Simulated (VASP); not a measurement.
# Mo (Im-3m) in VASP: notebook, part 2 of 2

VASP 6.6.1. Earlier steps stand in the parts before.

### 5 Single point, LDA

This run uses another cell than the first one, of 13.35 Å³/atom, 1.003 times its volume.

Input file INCAR:

```
SYSTEM = Mo
ALGO     = Normal         ! electronic algorithm
EDIFF    = 1E-6           ! SCF threshold, eV
ENCUT    = 500            ! plane-wave cutoff, eV
GGA      = CA             ! functional
GGA_COMPAT= .False.      
ISIF     = 2              ! what is computed and relaxed
ISMEAR   = 0              ! smearing method
LASPH    = .True.         ! aspherical terms in the spheres
LCHARG   = .False.        ! write CHGCAR
LREAL    = .False.        ! projectors in reciprocal space
LWAVE    = .False.        ! write WAVECAR
NBANDS   = 13             ! bands
NELM     = 120            ! most SCF steps
PREC     = Accurate       ! precision mode
SIGMA    = 0.1            ! smearing width, eV
```

Input file KPOINTS:

```
k-points
0
Gamma
  20 20 20
  0 0 0
```

Input file POSCAR:

```
Mo
1.0
   -1.4944248362      1.4944248362      1.4944248362
    1.4944248362     -1.4944248362      1.4944248362
    1.4944248362      1.4944248362     -1.4944248362
Mo
1
Direct
    0.0000000000      0.0000000000      0.0000000000
```

Command:

```
> cat potpaw_LDA.64/Mo_sv/POTCAR > POTCAR
> mpirun -np 1 vasp_std > vasp.out
```

It took 20 s on 1 thread of AMD EPYC 9R45 (Zen 5), shared host; peak memory 0.12 GiB.

It converged, with:

- Free energy: -11.8981 eV
- Pressure: 46.8 GPa
- Band gap on the k mesh: zero (band 7 reaches 20.19 eV, above the bottom of band 8 at 13.47 eV)

Levels at points of the mesh, in eV from the Fermi level:
```
           k point  band 4  band 5  band 6  band 7  band 8  band 9  band 10  band 11
(0.00, 0.00, 0.00)  -34.06   -7.71   -1.78   -1.78   -1.78    1.85     1.85    14.93
(0.50, 0.00, 0.00)  -34.09   -6.42   -4.31    2.01    2.39    2.77     5.94    12.17
(0.50, 0.50, 0.50)  -35.61   -6.87   -6.87    4.93    4.93    4.93    10.34    10.34
```

### 6 Single point, LDA

This run uses another cell than the first one, of 13.35 Å³/atom, 1.003 times its volume.

Input file INCAR:

```
SYSTEM = Mo
PREC = Accurate
ENCUT = 500
EDIFF = 1E-6
ISMEAR = -1
SIGMA = 0.15
LREAL = .False.
LASPH = .True.
NELM = 120
ALGO = Normal
ISIF = 2
LWAVE = .False.
LCHARG = .False.
NBANDS = 13
GGA_COMPAT = .False.
```

Input file KPOINTS:

```
Automatic mesh
0
Gamma
  20 20 20
  0 0 0
```

Input file POSCAR:

```
Mo
1.0
   -1.4945540960      1.4945540960      1.4945540960
    1.4945540960     -1.4945540960      1.4945540960
    1.4945540960      1.4945540960     -1.4945540960
Mo
1
Direct
    0.0000000000      0.0000000000      0.0000000000
```

Potentials or basis: VASP PAW LDA potentials, release 64 (Mo_sv).

Command:

```
> cat potpaw_LDA.64/Mo_sv/POTCAR > POTCAR
> mpirun -np 1 vasp_std > vasp.out
```

OUTCAR:

```text
SYSTEM = Mo
   PREC = Accurate
   ENCUT = 500
   EDIFF = 1E-6
   ISMEAR = -1
   LREAL = .False.
   LASPH = .True.
   NELM = 120
   ISIF = 2

 ion  position               nearest neighbor table
   1  0.000  0.000  0.000-

  LATTYP: Found a body centered cubic cell.
 ALAT       =     2.9891081920

  Lattice vectors:

 A1 = (  -1.4945540960,   1.4945540960,   1.4945540960)
 A2 = (   1.4945540960,  -1.4945540960,   1.4945540960)
 A3 = (   1.4945540960,   1.4945540960,  -1.4945540960)

Analysis of symmetry for initial positions (statically):
=====================================================================
 Subroutine PRICEL returns:
 Original cell was already a primitive cell.

 Routine SETGRP: Setting up the symmetry group for a
 body centered cubic supercell.

 Subroutine GETGRP returns: Found 48 space group operations
 (whereof 48 operations were pure point group operations)
 out of a pool of 48 trial point group operations.

The static configuration has the point symmetry O_h .

Analysis of symmetry for dynamics (positions and initial velocities):
=====================================================================
 Subroutine PRICEL returns:
 Original cell was already a primitive cell.

 Routine SETGRP: Setting up the symmetry group for a
 body centered cubic supercell.

 Subroutine GETGRP returns: Found 48 space group operations
 (whereof 48 operations were pure point group operations)
 out of a pool of 48 trial point group operations.

The dynamic configuration has the point symmetry O_h .

 Subroutine INISYM returns: Found 48 space group operations
 (whereof 48 operations are pure point group operations),
 and found     1 'primitive' translations

----------------------------------------------------------------------------------------

                                     Primitive cell

  volume of cell :      13.3535

  direct lattice vectors                    reciprocal lattice vectors
    -1.494554096  1.494554096  1.494554096     0.000000000  0.334547944  0.334547944
     1.494554096 -1.494554096  1.494554096     0.334547944  0.000000000  0.334547944
     1.494554096  1.494554096 -1.494554096     0.334547944  0.334547944  0.000000000

  length of vectors
     2.588643629  2.588643629  2.588643629     0.473122240  0.473122240  0.473122240

  position of ions in fractional coordinates (direct lattice)
     0.000000000  0.000000000  0.000000000

  ion indices of the primitive-cell ions
   primitive index   ion index
                 1           1

----------------------------------------------------------------------------------------

 KPOINTS: Automatic mesh

Automatic generation of k-mesh.
 Grid dimensions read from file:
 generate k-points for:   20   20   20

 Generating k-lattice:

  Cartesian coordinates                     Fractional coordinates (reciprocal lattice)
     0.000000000  0.016727397  0.016727397     0.050000000  0.000000000  0.000000000
     0.016727397  0.000000000  0.016727397     0.000000000  0.050000000  0.000000000
     0.016727397  0.016727397  0.000000000     0.000000000  0.000000000  0.050000000

  Length of vectors
     0.023656112  0.023656112  0.023656112

  Shift w.r.t. Gamma in fractional coordinates (k-lattice)
     0.000000000  0.000000000  0.000000000

 Subroutine IBZKPT returns following result:
 ===========================================

 Found    256 irreducible k-points:

 Following reciprocal coordinates:
            Coordinates               Weight
  0.000000  0.000000  0.000000      1.000000
  0.050000  0.000000  0.000000     12.000000
  0.100000  0.000000  0.000000     12.000000
  0.150000  0.000000  0.000000     12.000000
  0.200000  0.000000  0.000000     12.000000
  0.250000  0.000000  0.000000     12.000000
[... 16 lines left out ...]
  0.200000  0.100000  0.000000     48.000000
  0.250000  0.100000  0.000000     48.000000
 [... further k-points ...]
   k-points           NKPTS =    256   k-points in BZ     NKDIM =    256   number of bands    NBANDS=     13
   number of dos      NEDOS =    301   number of ions     NIONS =      1
   total plane-waves  NPLWV =   8000
   dimension x,y,z NGX =    20 NGY =   20 NGZ =   20
   dimension x,y,z NGXF=    40 NGYF=   40 NGZF=   40
   ions per type =               1
   NGX,Y,Z   is equivalent  to a cutoff of  12.84, 12.84, 12.84 a.u.
   NGXF,Y,Z  is equivalent  to a cutoff of  25.69, 25.69, 25.69 a.u.
 SYSTEM =  Mo
   PREC   = accura    normal or accurate (medium, high low for compatibility)
   ISTART =      0    job   : 0-new  1-cont  2-samecut
   ICHARG =      2    charge: 1-file 2-atom 10-const
   ISPIN  =      1    spin polarized calculation?
   LNONCOLLINEAR =      F non collinear calculations
   LSORBIT =      F    spin-orbit coupling
   LASPH  =      T    aspherical Exc in radial PAW
   ENCUT  =  500.0 eV  36.75 Ry    6.06 a.u.   4.72  4.72  4.72*2*pi/ulx,y,z
   NELM   =    120;   NELMIN=  2; NELMDL= -5     # of ELM steps
   EDIFF  = 0.1E-05   stopping-criterion for ELM
   LREAL  =      F    real-space projection
   EDIFFG = 0.1E-04   stopping-criterion for IOM
   NSW    =      0    number of steps for IOM
   IBRION =     -1    ionic relax: 0-MD 1-quasi-New 2-CG
   NFREE  =      0    steps in history (QN), initial steepest desc. (CG)
   ISIF   =      2    stress and relaxation
   ISYM   =      2    0-nonsym 1-usesym 2-fastsym
   POTIM  = 0.5000    time-step for ionic-motion
   TEBEG  =    0.0;   TEEND  =   0.0 temperature during run
   PSTRESS=    0.0 pullay stress
   NELECT =      14.0000    total number of electrons
   NUPDOWN=      -1.0000    fix difference up-down
   EMIN   =  10.00;   EMAX   =-10.00  energy-range for DOS
   EFERMI =   0.00;   METHOD = LEGACY
   ISMEAR =    -1;   SIGMA  =   0.15  broadening in eV -4-tet -1-fermi 0-gaus
   EFERMI_NEDOS =   21; number of points for ismear=-14 and -15
   IALGO  =     38    algorithm
   IMIX   =      4    mixing-type and parameters
     AMIX     =   0.40;   BMIX     =  1.00
     AMIX_MAG =   1.60;   BMIX_MAG =  1.00
  volume/ion in A,a.u.               =      13.35        90.11
  Fermi-wavevector in a.u.,A,eV,Ry     =   1.663103  3.142809 37.632522  2.765912
  Thomas-Fermi vector in A             =   2.749878
   LORBIT       =      0    0 simple, 1 ext, 2 COOP (PROOUT), +10 PAW based schemes
   GGA     = CA    functional components
   LHFCALC =     F    Hartree Fock is set to
   AEXX    =    0.0000 exact exchange contribution
   IVDW    =     0    specifies the selected vdW correction
   LEPSILON=     F    determine dielectric tensor
   LRPA    =     F    only Hartree local field effects (RPA)
 non-spin polarized calculation
  energy-cutoff  :      500.00
  volume of cell :       13.35
 maximum number of plane-waves:       370
   NGX =  9   NGY =  9   NGZ =  9

 number of electron      14.0000001 magnetization

 Free energy of the ion-electron system (eV)
  ---------------------------------------------------
  ext. energy  EPLUGINS =         0.00000000
  ---------------------------------------------------
  free energy    TOTEN  =       -11.92016821 eV

  energy without entropy =      -11.87506202  energy(sigma->0) =      -11.89761511

 E-fermi :  15.2312     XC(G=0): -14.5027

 val. band max:       15.1996603300   @ k =  -0.2500   0.3500   0.1000
 cond. band min:      15.2405191743   @ k =  -0.3000   0.3000   0.1500
 fundamental gap:      0.0408588443
 Fermi energy:        15.2311835946

 k-point     1 :       0.0000    0.0000    0.0000
  band No.  band energies     occupation
      1     -45.8468      2.00000
      2     -18.8052      2.00000
      3     -18.8052      2.00000
      4     -18.8052      2.00000
      5       7.5430      2.00000
      6      13.4704      1.99998
      7      13.4704      1.99998
      8      13.4704      1.99998
      9      17.1064      0.00001
     10      17.1064      0.00001
     11      30.1805      0.00000
     12      30.1805      0.00000
     13      30.1805      0.00000
[... 353 lines left out ...]
 k-point    24 :       0.2500    0.1000    0.0000
  band No.  band energies     occupation
      1     -45.5017      2.00000
      2     -20.3749      2.00000
      3     -19.3136      2.00000
      4     -18.9044      2.00000
      5       9.9245      2.00000
      6      11.7441      2.00000
      7      13.4743      1.99998
      8      16.3682      0.00102
      9      17.8053      0.00000
     10      18.4451      0.00000
     11      30.3194      0.00000
     12      32.4574      0.00000
     13      36.0281      0.00000

 [... further k-points ...]

------------------------ aborting loop because EDIFF is reached ----------------------------------------

  FORCE on cell =-STRESS in cart. coord.  units (eV):
  Direction    XX          YY          ZZ          XY          YZ          ZX
  --------------------------------------------------------------------------------------
  -------------------------------------------------------------------------------------
  Total        3.9041863      3.9041863      3.9041863     -0.0000000     -0.0000000     -0.0000000
  in kB      468.4316225    468.4316225    468.4316225     -0.0000000     -0.0000000     -0.0000000
  external PRESSURE =     468.4316225 kB  Pullay stress =       0.0000000 kB

 VOLUME and BASIS-vectors are now :
 -----------------------------------------------------------------------------
  energy-cutoff  :      500.00
  volume of cell :       13.35
      direct lattice vectors                 reciprocal lattice vectors
    -1.494554096  1.494554096  1.494554096     0.000000000  0.334547944  0.334547944
     1.494554096 -1.494554096  1.494554096     0.334547944  0.000000000  0.334547944
     1.494554096  1.494554096 -1.494554096     0.334547944  0.334547944  0.000000000

 POSITION                                       TOTAL-FORCE (eV/Angst)
 -----------------------------------------------------------------------------------
      0.00000      0.00000      0.00000         0.000000      0.000000      0.000000
 -----------------------------------------------------------------------------------
    total drift:                                0.000000     -0.000000     -0.000000

  FREE ENERGIE OF THE ION-ELECTRON SYSTEM (eV)
  ---------------------------------------------------
  free  energy   TOTEN  =       -11.9201682088 eV

  energy  without entropy=      -11.8750620189  energy(sigma->0) =      -11.89761511
```

stdout:

```text
POSCAR found type information on POSCAR Mo
 POSCAR found :  1 types and       1 ions
 scaLAPACK will be used
 LDA part: xc-table for (Slater(with rela. corr.)+CA(PZ))
 , standard interpolation
 POSCAR, INCAR and KPOINTS ok, starting setup
 FFT: planning ... GRIDC
 FFT: planning ... GRID_SOFT
 FFT: planning ... GRID
 WAVECAR not read
 entering main loop
```

Wall time 21 s (1 thread of AMD EPYC 9R45 (Zen 5), shared host); peak memory 0.12 GiB.

What came out:

| Quantity | Value |
| --- | --- |
| Free energy | -11.9202 eV |
| Pressure | 46.8 GPa |
| Band gap on the k mesh | zero (band 7 reaches 20.18 eV, above the bottom of band 8 at 13.47 eV) |

Levels at points of the mesh, in eV from the Fermi level:
```tsv
k point	band 5	band 6	band 7	band 8	band 9	band 10
(0.00, 0.00, 0.00)	-7.69	-1.76	-1.76	-1.76	1.88	1.88
(0.50, 0.00, 0.00)	-6.39	-4.29	2.03	2.41	2.79	5.96
(0.50, 0.50, 0.50)	-6.84	-6.84	4.95	4.95	4.95	10.36
```

### 7 The runs side by side

```tsv
task	cell	k mesh	smearing	gap on the mesh (eV)	pressure (GPa)
single point	a = 2.586 Å, angles 109.5°, 1 atom	8 × 8 × 8	gaussian 0.1 eV	none	46.7
single point	a = 2.725 Å, angles 109.5°, 1 atom	8 × 8 × 8	gaussian 0.1 eV	none	-7.7
relaxation of cell and atoms	relaxed to 45 GPa from a = 2.725 Å, angles 109.5°, 1 atom	8 × 8 × 8	gaussian 0.1 eV	none	45.3
single point	a = 2.588 Å, angles 109.5°, 1 atom	20 × 20 × 20	gaussian 0.1 eV	none	46.8
single point	a = 2.589 Å, angles 109.5°, 1 atom	20 × 20 × 20	fermi-dirac 0.15 eV	none	46.8
```

Alike in all rows: level LDA; potentials or basis VASP PAW LDA potentials, release 64 (Mo_sv); no spin polarisation; cutoff (eV) 500.

Caveats: some runs use coarse meshes; the cell is relaxed towards a set pressure, so the enthalpy falls and the energy may rise (some runs).

Total energies depend on the potentials used, so only differences within one code and one set of settings carry meaning.
